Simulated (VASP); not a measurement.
Here is a VASP 6.6.1 calculation.

File INCAR:

```
SYSTEM = B3C2
PREC = Accurate ; ENCUT = 520
EDIFF = 1E-6 ; ISMEAR = 0
SIGMA = 0.1 ; LREAL = .FALSE.
LASPH = .TRUE. ; NELM = 100
ALGO = Normal ; ISIF = 2
LWAVE = .FALSE. ; LCHARG = .FALSE.
GGA = PE ; NBANDS = 16
```

KPOINTS

```
Automatic mesh
0
G
  12 12 12
  0 0 0
```

File POSCAR:

```
B3C2
1.0
    3.2681400248      0.0000000000      0.0000000000
    0.0000000000      3.2681400248      0.0000000000
    0.0000000000      0.0000000000      3.2681400248
B C
3 2
Direct
    0.5000000000      0.0000000000      0.0000000000
    0.0000000000      0.5000000000      0.0000000000
    0.0000000000      0.0000000000      0.5000000000
    0.0000000000      0.0000000000      0.0000000000
    0.5000000000      0.5000000000      0.5000000000
```

Potentials or basis: VASP PAW PBE potentials, release 64 (B, C).

The run is started by

```bash
$ cat potpaw_PBE.64/B/POTCAR potpaw_PBE.64/C/POTCAR > POTCAR
$ mpirun -np 1 vasp_std > vasp.out
```

(1) What does it give for the pressure?

Results:

(1) 0.0 GPa.
